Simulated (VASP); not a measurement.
Wanted: the native input for a VASP 6.6.1 run.

```
Task                   : single point
Functional             : PBE
Potentials or basis    : VASP PAW PBE potentials, release 64 (Si, Hf_pv)
Cutoff                 : 400 eV
k mesh                 : 10 × 5 × 1
Occupations            : gaussian, width 0.1 eV
Spin                   : no spin polarisation
Dipole correction      : yes
Further INCAR settings : ALGO = Normal; EDIFF = 1e-06; NBANDS = 90; NELMDL = -8
```

The structure of HfSi2 lies in POSCAR:

```
HfSi2
1.0
    3.6826381087      0.0000000000      0.0000000000
   -1.8413190543      8.1625312873      0.0000000000
    0.0000000000      0.0000000000     27.7265484176
Si Hf
16 8
Direct
    0.8979229094      0.7957391013      0.2778905096
    0.1070696884      0.2140978576      0.3015750005
    0.3283624579      0.6566068597      0.3185513523
    0.8814427046      0.7628530645      0.3773891898
    0.0909475619      0.1818329573      0.3865386517
    0.2265838225      0.4531129131      0.4204961710
    0.4313102015      0.8625949216      0.4348164412
    0.9815167518      0.9630316879      0.4946065652
    0.1899101266      0.3798423977      0.5043444743
    0.3260375044      0.6520937228      0.5411230976
    0.5308823897      0.0618009545      0.5524822622
    0.0837245269      0.1674237717      0.6088133559
    0.2844363993      0.5689963220      0.6244438512
    0.4120412053      0.8242124975      0.6704679869
    0.6329779176      0.2660024685      0.6693806913
    0.1764144868      0.3527514035      0.7262616111
    0.4958719314      0.9917002977      0.3422522639
    0.7103467071      0.4205551656      0.3493409561
    0.5965744468      0.1931263746      0.4585892558
    0.8154050237      0.6307344955      0.4704101951
    0.6986895591      0.3974536079      0.5746679825
    0.9162820017      0.8326238765      0.5900221003
    0.7922974269      0.5847524189      0.6920407173
    0.0196028166      0.0393619985      0.6967182068
```

These files were run (other wordings do the same):

INCAR

```
SYSTEM = HfSi2
PREC = Accurate
ENCUT = 400
EDIFF = 1E-6
ISMEAR = 0
SIGMA = 0.1
LREAL = .False.
LASPH = .True.
NELM = 120
ALGO = Normal
ISIF = 2
LWAVE = .False.
LCHARG = .False.
LDIPOL = .True.
IDIPOL = 3
DIPOL = 0.5 0.5 0.503
GGA = PE
NBANDS = 90
GGA_COMPAT = .False.
NELMDL = -8
```

KPOINTS

```
regular mesh
0
Gamma
  10 5 1
  0 0 0
```

Potentials or basis: VASP PAW PBE potentials, release 64 (Si, Hf_pv).

The run is started by

```sh
$ cat potpaw_PBE.64/Si/POTCAR potpaw_PBE.64/Hf_pv/POTCAR > POTCAR
$ mpirun -np 1 vasp_std > vasp.out
```

It gave:

* Largest force: 0.023 eV/Å
* Band gap on the k mesh: zero (bands 72 and 73 overlap by 0.33 eV)

Caveat: spin-orbit coupling is left out, which moves the levels of the heavy elements.

It took 2.2 h on 1 thread of Intel Xeon 8259CL (shared host), peak memory 1.1 GiB.
